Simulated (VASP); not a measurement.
The system is NiO.

```
CELL_PARAMETERS angstrom
0.00000 2.24063 2.24063
2.24063 0.00000 2.24063
2.24063 2.24063 0.00000
ATOMIC_POSITIONS crystal
Ni 0.00000 0.00000 0.00000
O 0.75000 0.75000 0.75000
```

Base run:

```yaml
Program: VASP 6.6.1
Functional: LDA
Potentials_or_basis: VASP PAW LDA potentials, release 64 (Ni_sv_GW, O)
Cutoff: 600 eV
k_mesh: 7 × 7 × 7
Occupations: fermi-dirac, width 0.05 eV
Spin: collinear spin, ferromagnetic start
Starting_moments: "[1.0, 0.0] μB"
```

Its results: pressure -17.4 GPa; net moment 1.58 μB per cell; site moments Ni +1.25; O +0.29 μB.

**Question.** The run is repeated on the same cell with these changes: potentials or basis from VASP PAW LDA potentials, release 64 (Ni_sv_GW, O) to VASP PAW LDA potentials, release 64 (Ni, O); cutoff from 600 eV to 520 eV; further incar settings from ALGO = Normal; EDIFF = 1e-06; NBANDS = 23 to ALGO = Normal; EDIFF = 1e-06; NBANDS = 19; valence electrons from 24 to 16. What comes out?

**Answer.** Pressure -15.8 GPa; net moment 1.51 μB per cell; site moments Ni +1.19; O +0.28 μB.

Caveats: a cell with one magnetic atom can't hold antiferromagnetic order, which such compounds often take.
